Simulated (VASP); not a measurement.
Input of a VASP 6.6.1 run:

The input INCAR:

```
SYSTEM = LaP
  PREC = Accurate
  ENCUT = 520
  EDIFF = 1E-6
  ISMEAR = -1
  SIGMA = 0.05
  LREAL = .FALSE.
  LASPH = .TRUE.
  NELM = 60
  ALGO = Normal
  ISIF = 2
  LWAVE = .FALSE.
  LCHARG = .FALSE.
  GGA = CA
  IBRION = 2
  NSW = 50
  EDIFFG = -0.01
```

KPOINTS

```
Automatic mesh
0
G
  10 10 10
  0 0 0
```

File POSCAR:

```
LaP
1.0
    0.0000000000      2.4852065184      2.4852065184
    2.4852065184      0.0000000000      2.4852065184
    2.4852065184      2.4852065184      0.0000000000
La P
1 1
Direct
    0.0000000000      0.0000000000      0.0000000000
    0.5000000000      0.5000000000      0.5000000000
```

Potentials or basis: VASP PAW LDA potentials, release 64 (La, P).

Command:

```sh
$ cat potpaw_LDA.64/La/POTCAR potpaw_LDA.64/P/POTCAR > POTCAR
$ mpirun -np 1 vasp_std > vasp.out
```

Predict the band gap on the k mesh.

zero (bands 8 and 9 overlap by 1.46 eV).

Final structure:
```
CELL_PARAMETERS angstrom
0.00000 2.48521 2.48521
2.48521 0.00000 2.48521
2.48521 2.48521 0.00000
ATOMIC_POSITIONS crystal
La 0.00000 0.00000 0.00000
P 0.50000 0.50000 0.50000
```

Caveat: the relaxation stopped at its first step, so nothing moved; spin-orbit coupling is left out, which moves the levels of the heavy elements.
